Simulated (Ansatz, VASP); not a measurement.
## In in VASP and in Ansatz

```
In
1.0
    -1.88253    1.88253    1.88253
     1.88253   -1.88253    1.88253
     1.88253    1.88253   -1.88253
In
1
Direct
  0.00000 0.00000 0.00000
```

Alike in both runs: task single point; functional PBE; k mesh 7 × 7 × 7; occupations fermi-dirac, width 0.03 eV; no spin polarisation.

|  | VASP | Ansatz |
| --- | --- | --- |
| version | VASP 6.6.1 | Ansatz 0.2.0 |
| potentials or method | VASP PAW PBE potentials, release 64 (In_d), cutoff 500 eV | all-electron LAPW, scalar-relativistic |

```csv
,VASP,Ansatz,Ansatz less VASP
gap on the k mesh at the Fermi level (eV),none,none,-
pressure (GPa),1.5,1.5,+0.02
```

A gap of «none» marks a metal or a gap that the smearing closes. Ansatz ran all-electron here, and VASP with PAW potentials.

Noted on Ansatz's run: the k mesh is thin for a metal, which can move the energy by tens of meV per atom.
